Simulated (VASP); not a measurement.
Set up this calculation in VASP 6.6.1, as the native input.

```yaml
Task: single point
Functional: LDA
Potentials_or_basis: VASP PAW LDA potentials, release 64 (Sc_sv)
Cutoff: 520 eV
k_mesh: 9 × 9 × 5
Occupations: fermi-dirac, width 0.05 eV
Spin: no spin polarisation
Dipole_correction: no
Further_INCAR_settings: ALGO = Normal; EDIFF = 1e-06; NBANDS = 18
```

The structure of Sc lies in POSCAR:

```
Sc
1.0
    3.3309145459      0.0000000000      0.0000000000
   -1.6654572730      2.8846566146      0.0000000000
    0.0000000000      0.0000000000      5.3082235343
Sc
2
Direct
    0.6666666667      0.3333333333      0.7500000000
    0.3333333333      0.6666666667      0.2500000000
```

This cell differs from its parent crystal: volume scaled by 1.02.

These files were run (other wordings do the same):

INCAR

```
PREC = Accurate
ENCUT = 520
EDIFF = 1E-6
ISMEAR = -1
SIGMA = 0.05
LREAL = F
LASPH = T
NELM = 60
ALGO = Normal
ISIF = 2
LWAVE = F
LCHARG = F
GGA = CA
NBANDS = 18
```

KPOINTS

```
regular mesh
0
Gamma
  9 9 5
```

Potentials or basis: VASP PAW LDA potentials, release 64 (Sc_sv).

Command:

```bash
$ cat potpaw_LDA.64/Sc_sv/POTCAR > POTCAR
$ mpirun -np 1 vasp_std > vasp.out
```

Results of the run:

| Item | Value |
| --- | --- |
| Pressure | -6.1 GPa |
| Band gap on the k mesh | zero (band 11 reaches 3.91 eV, above the bottom of band 12 at 2.82 eV) |

Run time: 20 s on 1 thread of Intel(R) Xeon(R) 6975P-C (Granite Rapids), on a shared host, peak memory 0.16 GiB.
